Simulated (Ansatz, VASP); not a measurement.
Ni: VASP beside Ansatz

```xyz
2
Lattice="2.4480 0.0000 0.0000 -1.2240 2.1201 0.0000 0.0000 0.0000 4.0728" Properties=species:S:1:pos:R:3 pbc="T T T"
Ni    1.2240    0.7067    3.0546
Ni    0.0000    1.4134    1.0182
```

Alike in both runs: functional PBE; k mesh 12 × 12 × 7; occupations fermi-dirac, width 0.05 eV; collinear spin.

|  | VASP | Ansatz |
| --- | --- | --- |
| version | VASP 6.6.1 | Ansatz 0.2.0 |
| potentials or method | VASP PAW PBE potentials, release 64 (Ni), cutoff 520 eV | all-electron LAPW, scalar-relativistic |
| task | single point | band structure |

Ansatz gave:

| Item | Value |
| --- | --- |
| gap on the k mesh at the Fermi level (eV) | none |
| pressure (GPa) | 7.3 |
| traceless stress, the component that is largest in VASP (GPa) | -2.61 |
| net moment per atom (μB) | 0.65 |
| size of the moment on the site where the two differ most (μB) | 0.68 |

Task: Estimate VASP's values.

Result: gap on the k mesh at the Fermi level (eV): none; pressure (GPa): 7.0; traceless stress, the component that is largest in VASP (GPa): -2.57; net moment per atom (μB): 0.63; size of the moment on the site where the two differ most (μB): 0.64.

Site moments also hang on the region over which each program counts them. A gap of «none» marks a metal or a gap that the smearing closes. Ansatz ran all-electron here, and VASP with PAW potentials.
